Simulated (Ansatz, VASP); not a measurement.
TiC: VASP beside Ansatz

Contents of INCAR:

```
PREC = Accurate
ENCUT = 600
EDIFF = 1E-7
ISMEAR = -1
SIGMA = 0.05
LREAL = False
LASPH = True
NELM = 60
ALGO = Normal
ISIF = 3
LWAVE = False
LCHARG = False
GGA = PE
IBRION = 2
NSW = 60
EDIFFG = -0.01
```

The input KPOINTS:

```
Automatic mesh
0
Gamma
  11 11 11
```

Contents of POSCAR:

```
TiC
1.0
    0.0000000000      2.1657188437      2.1657188437
    2.1657188437      0.0000000000      2.1657188437
    2.1657188437      2.1657188437      0.0000000000
Ti C
1 1
Direct
    0.0000000000      0.0000000000      0.0000000000
    0.5000000000      0.5000000000      0.5000000000
```

The input input.yaml:

```yaml
crystal:
  lattice:
    - [0.0, 2.1657188437, 2.1657188437]
    - [2.1657188437, 0.0, 2.1657188437]
    - [2.1657188437, 2.1657188437, 0.0]
  atoms:
    - { symbol: Ti, position: [0.0, 0.0, 0.0] }
    - { symbol: C, position: [0.5, 0.5, 0.5] }
hamiltonian:
  xc: pbe
  pseudopotentials: { kind: paw }
kpoints:
  mp_grid: { grid: [11, 11, 11] }
scf:
  occupations: { method: fermi_dirac, width: 0.05 }
output:
  forces: true
  stress: true
relax:
  f_tol: 0.01
  max_steps: 40
  cell: { stress_tol: 0.05 }
```

Alike in both runs: task relaxation of cell and atoms; functional PBE; k mesh 11 × 11 × 11; occupations fermi-dirac, width 0.05 eV; no spin polarisation.

```csv
,VASP,Ansatz
version,VASP 6.6.1,Ansatz 0.2.0
potentials or method,"VASP PAW PBE potentials, release 64 (Ti_sv, C)",Ansatz PAW
plane-wave cutoff (eV),600,420
valence electrons in the cell,16,16
```

```tsv
	VASP	Ansatz	Ansatz less VASP
relaxed volume (Å³/atom)	10.17	10.17	-0.006
relaxed cell length with the largest relative difference (Å)	3.064	3.064	-0.0006
```

Noted on Ansatz's run: the plane-wave basis is chosen anew once the cell has moved, so the energies of steps on either side of that aren't comparable.
